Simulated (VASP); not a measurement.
## HClF2: relaxation of shape and atoms at fixed volume with PBE+D3(BJ)

HClF2:

```
H Cl F
1.0
     3.57769    0.00000    0.00000
    -1.78885    3.09837    0.00000
     0.00000    0.00000    5.97758
H Cl F
1 1 2
Direct
  0.00000 0.00000 0.50000
  0.00000 0.00000 0.00000
  0.00000 0.00000 0.31280
  0.00000 0.00000 0.68720
```

```yaml
Program: VASP 6.6.1
Task: relaxation of shape and atoms at fixed volume
Functional: PBE
Dispersion: D3(BJ)
Potentials_or_basis: VASP PAW PBE potentials, release 64 (H, Cl, F)
Cutoff: 600 eV
k_mesh: 12 × 12 × 6
Occupations: gaussian, width 0.02 eV
Spin: no spin polarisation
Dipole_correction: no
Further_INCAR_settings: ALGO = Normal; EDIFF = 1e-07; IBRION = 2; EDIFFG = -0.01; NSW = 50; ISIF = 4
```

```yaml
Energy_gained_by_relaxing: 2.2 meV/atom
Ionic_steps: 5
Pressure_after_relaxing: 0.6 GPa
Band_gap_on_the_k_mesh: 0.94 eV
Dispersion_energy_per_atom: -0.055 eV
```

The path:
```csv
step,energy change (eV),largest force (eV/Å),pressure (GPa),volume (Å³)
1,0.0000,0.1456,1.89,66.26
2,-0.0065,0.2041,0.05,66.26
3,-0.0087,0.0948,0.65,66.26
4,-0.0088,0.0550,0.54,66.26
5,-0.0089,0.0005,0.58,66.26
```

Final structure:
```yaml
crystal:
  lattice:
    - [3.55982, 0.00000, 0.00000]
    - [-1.77991, 3.08289, 0.00000]
    - [0.00000, 0.00000, 6.03775]
  atoms:
    - { symbol: H, position: [0.00000, 0.00000, 0.50000] }
    - { symbol: Cl, position: [0.00000, 0.00000, 0.00000] }
    - { symbol: F, position: [0.00000, 0.00000, 0.31243] }
    - { symbol: F, position: [0.00000, 0.00000, 0.68757] }
```

Levels at points of the mesh, in eV from the valence-band top:
```csv
k point,band 8,band 9,band 10,band 11,band 12,band 13,band 14,band 15
"(0.00, 0.00, 0.00)",-2.98,-2.98,-0.11,-0.11,2.89,6.40,9.30,10.56
"(0.50, 0.00, 0.00)",-3.39,-3.07,-1.57,-0.45,3.14,9.27,10.29,11.19
"(0.00, 0.00, 0.50)",-3.36,-3.36,0.00,0.00,0.94,7.32,7.75,13.32
"(0.50, 0.00, 0.50)",-3.52,-3.27,-1.30,-0.31,1.29,9.66,10.15,11.07
```

Run time: 4.1 min on 1 thread of Intel(R) Xeon(R) Platinum 8259CL CPU @ 2.50GHz (Skylake/Cascade Lake), with other jobs on the host, peak memory 0.26 GiB.

A k mesh can miss the band edges.
